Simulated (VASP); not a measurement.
# Ca (Fm-3m) in VASP: further runs, part 2 of 2

VASP 6.6.1. The steps go on from the part before.

## 5. Single point, LDA

File INCAR:

```
SYSTEM = Ca
ALGO = Normal
EDIFF = 1E-7
ENCUT = 520
ISIF = 2
ISMEAR = -1
LASPH = .TRUE.
LCHARG = .FALSE.
LREAL = .FALSE.
LWAVE = .FALSE.
NBANDS = 11
NELM = 80
PREC = Accurate
SIGMA = 0.1
```

File KPOINTS:

```
k-points
0
G
  6 6 6
  0 0 0
```

File POSCAR:

```
Ca
1.0
    0.0000000000      2.6692288056      2.6692288056
    2.6692288056      0.0000000000      2.6692288056
    2.6692288056      2.6692288056      0.0000000000
Ca
1
Direct
    0.0000000000      0.0000000000      0.0000000000
```

Potentials or basis: VASP PAW LDA potentials, release 64 (Ca_sv).

Launch:

```bash
$ cat potpaw_LDA.64/Ca_sv/POTCAR > POTCAR
$ mpirun -np 1 vasp_std > vasp.out
```

OUTCAR:

```text
SYSTEM = Ca
   EDIFF = 1E-7
   ENCUT = 520
   ISIF = 2
   ISMEAR = -1
   LASPH = .TRUE.
   LREAL = .FALSE.
   NELM = 80
   PREC = Accurate

 ion  position               nearest neighbor table
   1  0.000  0.000  0.000-

  LATTYP: Found a face centered cubic cell.
 ALAT       =     5.3384576112

  Lattice vectors:

 A1 = (   0.0000000000,   2.6692288056,   2.6692288056)
 A2 = (   2.6692288056,   0.0000000000,   2.6692288056)
 A3 = (   2.6692288056,   2.6692288056,   0.0000000000)

Analysis of symmetry for initial positions (statically):
=====================================================================
 Subroutine PRICEL returns:
 Original cell was already a primitive cell.

 Routine SETGRP: Setting up the symmetry group for a
 face centered cubic supercell.

 Subroutine GETGRP returns: Found 48 space group operations
 (whereof 48 operations were pure point group operations)
 out of a pool of 48 trial point group operations.

The static configuration has the point symmetry O_h .

Analysis of symmetry for dynamics (positions and initial velocities):
=====================================================================
 Subroutine PRICEL returns:
[... 155 lines left out ...]
      2     -20.2972      2.00000
      3     -20.2972      2.00000
      4     -20.2972      2.00000
      5      -1.9922      2.00000
      6       4.5628      0.00000
      7       4.5628      0.00000
      8       4.5628      0.00000
      9       5.7711      0.00000
     10       5.7711      0.00000
     11      11.8682      0.00000
[... 197 lines left out ...]
 k-point    16 :      -0.3333    0.5000    0.1667
  band No.  band energies     occupation
      1     -39.0742      2.00000
      2     -20.4650      2.00000
      3     -20.4041      2.00000
      4     -20.3750      2.00000
      5       2.0957      1.61219
      6       2.7628      0.01048
      7       3.1328      0.00026
      8       5.3595      0.00000
      9       6.7621      0.00000
     10       7.3680      0.00000
     11       8.0605      0.00000

------------------------ aborting loop because EDIFF is reached ----------------------------------------

  FORCE on cell =-STRESS in cart. coord.  units (eV):
  Direction    XX          YY          ZZ          XY          YZ          ZX
  --------------------------------------------------------------------------------------
  -------------------------------------------------------------------------------------
  Total        0.0093741      0.0093741      0.0093741     -0.0000000     -0.0000000      0.0000000
  in kB        0.3948691      0.3948691      0.3948691     -0.0000000     -0.0000000      0.0000000
  external PRESSURE =       0.3948691 kB  Pullay stress =       0.0000000 kB

 VOLUME and BASIS-vectors are now :
 -----------------------------------------------------------------------------
  energy-cutoff  :      520.00
  volume of cell :       38.04
      direct lattice vectors                 reciprocal lattice vectors
     0.000000000  2.669228806  2.669228806    -0.187320023  0.187320023  0.187320023
     2.669228806  0.000000000  2.669228806     0.187320023 -0.187320023  0.187320023
     2.669228806  2.669228806  0.000000000     0.187320023  0.187320023 -0.187320023

 POSITION                                       TOTAL-FORCE (eV/Angst)
 -----------------------------------------------------------------------------------
      0.00000      0.00000      0.00000        -0.000000      0.000000     -0.000000
 -----------------------------------------------------------------------------------
    total drift:                               -0.000000     -0.000000     -0.000000

  FREE ENERGIE OF THE ION-ELECTRON SYSTEM (eV)
  ---------------------------------------------------
  free  energy   TOTEN  =        -2.2133699532 eV

  energy  without entropy=       -2.1590231610  energy(sigma->0) =       -2.18619656
```

OSZICAR:

```text
N       E                     dE             d eps       ncg     rms          rms(c)
DAV:   1     0.649280572631E+02    0.64928E+02   -0.51532E+03   352   0.848E+02
DAV:   2    -0.501263438986E+00   -0.65429E+02   -0.64602E+02   382   0.210E+02
DAV:   3    -0.216832767238E+01   -0.16671E+01   -0.16448E+01   501   0.318E+01
DAV:   4    -0.223434925995E+01   -0.66022E-01   -0.64771E-01   438   0.508E+00
DAV:   5    -0.223640156399E+01   -0.20523E-02   -0.20520E-02   488   0.794E-01    0.226E+00
DAV:   6    -0.221940735520E+01    0.16994E-01   -0.15720E-02   417   0.134E+00    0.137E+00
DAV:   7    -0.221389772047E+01    0.55096E-02   -0.20051E-02   431   0.161E+00    0.107E-01
DAV:   8    -0.221336865240E+01    0.52907E-03   -0.23412E-03   413   0.461E-01    0.217E-02
DAV:   9    -0.221336976765E+01   -0.11153E-05   -0.73805E-05   446   0.808E-02    0.964E-03
DAV:  10    -0.221337007112E+01   -0.30347E-06   -0.58800E-06   535   0.151E-02    0.105E-03
DAV:  11    -0.221336995875E+01    0.11236E-06   -0.14429E-07   474   0.270E-03    0.161E-03
DAV:  12    -0.221336995320E+01    0.55494E-08   -0.18175E-08   227   0.163E-03
   1 F= -.22133700E+01 E0= -.21861966E+01  d E =-.543468E-01
```

It took 9.8 s on 1 thread of Intel Xeon 8259CL, shared host; peak memory 0.13 GiB.

Results:

* Free energy: -2.2134 eV
* Pressure: 0.0 GPa
* Band gap on the k mesh: zero (band 5 reaches 2.23 eV, above the bottom of band 6 at 2.20 eV)

## 6. Single point, LDA

This run uses another cell than the first one, of 38.80 Å³/atom, 1.021 times its volume.

File INCAR:

```
PREC     = Accurate       # precision mode
ENCUT    = 520            # plane-wave cutoff, eV
EDIFF    = 1E-6           # SCF threshold, eV
ISMEAR   = -1             # smearing method
SIGMA    = 0.1            # smearing width, eV
LREAL    = F              # projectors in reciprocal space
LASPH    = T              # aspherical terms in the spheres
NELM     = 60             # most SCF steps
ALGO     = Normal         # electronic algorithm
ISIF     = 2              # what is computed and relaxed
LWAVE    = F              # write WAVECAR
LCHARG   = F              # write CHGCAR
NBANDS   = 11             # bands
```

File KPOINTS:

```
Automatic mesh
0
Gamma
  6 6 6
```

File POSCAR:

```
Ca
1.0
    0.0000000000      2.6869063327      2.6869063327
    2.6869063327      0.0000000000      2.6869063327
    2.6869063327      2.6869063327      0.0000000000
Ca
1
Direct
    0.0000000000      0.0000000000      0.0000000000
```

Potentials or basis: VASP PAW LDA potentials, release 64 (Ca_sv).

Launch:

```bash
$ cat potpaw_LDA.64/Ca_sv/POTCAR > POTCAR
$ mpirun -np 1 vasp_std > vasp.out
```

OUTCAR:

```text
PREC = Accurate
   ENCUT = 520
   EDIFF = 1E-6
   ISMEAR = -1
   LREAL = F
   LASPH = T
   NELM = 60
   ISIF = 2

 ion  position               nearest neighbor table
   1  0.000  0.000  0.000-

  LATTYP: Found a face centered cubic cell.
 ALAT       =     5.3738126654

  Lattice vectors:

 A1 = (   0.0000000000,   2.6869063327,   2.6869063327)
 A2 = (   2.6869063327,   0.0000000000,   2.6869063327)
 A3 = (   2.6869063327,   2.6869063327,   0.0000000000)

Analysis of symmetry for initial positions (statically):
=====================================================================
 Subroutine PRICEL returns:
 Original cell was already a primitive cell.

 Routine SETGRP: Setting up the symmetry group for a
 face centered cubic supercell.

 Subroutine GETGRP returns: Found 48 space group operations
 (whereof 48 operations were pure point group operations)
 out of a pool of 48 trial point group operations.

The static configuration has the point symmetry O_h .

Analysis of symmetry for dynamics (positions and initial velocities):
[... 155 lines left out ...]
  band No.  band energies     occupation
      1     -39.2333      2.00000
      2     -20.4291      2.00000
      3     -20.4291      2.00000
      4     -20.4291      2.00000
      5      -2.0419      2.00000
      6       4.4539      0.00000
      7       4.4539      0.00000
      8       4.4539      0.00000
      9       5.6340      0.00000
     10       5.6340      0.00000
     11      11.6965      0.00000
[... 197 lines left out ...]
 k-point    16 :      -0.3333    0.5000    0.1667
  band No.  band energies     occupation
      1     -39.2045      2.00000
      2     -20.5855      2.00000
      3     -20.5288      2.00000
      4     -20.5017      2.00000
      5       2.0280      1.55300
      6       2.6823      0.00995
      7       3.0249      0.00033
      8       5.2226      0.00000
      9       6.6014      0.00000
     10       7.1895      0.00000
     11       7.8392      0.00000

------------------------ aborting loop because EDIFF is reached ----------------------------------------

  FORCE on cell =-STRESS in cart. coord.  units (eV):
  Direction    XX          YY          ZZ          XY          YZ          ZX
  --------------------------------------------------------------------------------------
  -------------------------------------------------------------------------------------
  Total       -0.0853474     -0.0853474     -0.0853474     -0.0000000      0.0000000     -0.0000000
  in kB       -3.5246297     -3.5246297     -3.5246297     -0.0000000      0.0000000     -0.0000000
  external PRESSURE =      -3.5246297 kB  Pullay stress =       0.0000000 kB

 VOLUME and BASIS-vectors are now :
 -----------------------------------------------------------------------------
  energy-cutoff  :      520.00
  volume of cell :       38.80
      direct lattice vectors                 reciprocal lattice vectors
     0.000000000  2.686906333  2.686906333    -0.186087618  0.186087618  0.186087618
     2.686906333  0.000000000  2.686906333     0.186087618 -0.186087618  0.186087618
     2.686906333  2.686906333  0.000000000     0.186087618  0.186087618 -0.186087618

 POSITION                                       TOTAL-FORCE (eV/Angst)
 -----------------------------------------------------------------------------------
      0.00000      0.00000      0.00000        -0.000000     -0.000000     -0.000000
 -----------------------------------------------------------------------------------
    total drift:                               -0.000000     -0.000000     -0.000000

  FREE ENERGIE OF THE ION-ELECTRON SYSTEM (eV)
  ---------------------------------------------------
  free  energy   TOTEN  =        -2.2127978400 eV

  energy  without entropy=       -2.1578297664  energy(sigma->0) =       -2.18531380
```

stdout:

```text
POSCAR found type information on POSCAR Ca
 POSCAR found :  1 types and       1 ions
 scaLAPACK will be used
 LDA part: xc-table for (Slater(with rela. corr.)+CA(PZ))
 , standard interpolation
 POSCAR, INCAR and KPOINTS ok, starting setup
 FFT: planning ... GRIDC
 FFT: planning ... GRID_SOFT
 FFT: planning ... GRID
 WAVECAR not read
 entering main loop
```

Wall time 8 s (1 thread of Intel Xeon 8259CL, shared host); peak memory 0.14 GiB.

Results:

| Item | Value |
| --- | --- |
| Free energy | -2.2128 eV |
| Pressure | -0.4 GPa |
| Band gap on the k mesh | zero (band 5 reaches 2.14 eV, above the bottom of band 6 at 2.10 eV) |

## 7. Summary

| task | cell | cutoff (eV) | gap on the mesh (eV) | pressure (GPa) |
| --- | --- | --- | --- | --- |
| relaxation of cell and atoms | relaxed from a = 3.773 Å, angles 60.0°, 1 atom | 600 | none | 0.0 |
| single point | a = 3.775 Å, angles 60.0°, 1 atom | 520 | none | 0.0 |
| single point | a = 3.750 Å, angles 60.0°, 1 atom | 520 | - | 0.4 |
| single point | a = 3.800 Å, angles 60.0°, 1 atom | 520 | none | -0.4 |

Alike in all rows: level LDA; potentials or basis VASP PAW LDA potentials, release 64 (Ca_sv); no spin polarisation; k mesh 6 × 6 × 6; smearing fermi-dirac 0.1 eV.

Total energies depend on the potentials used, so only differences within one code and one set of settings carry meaning.
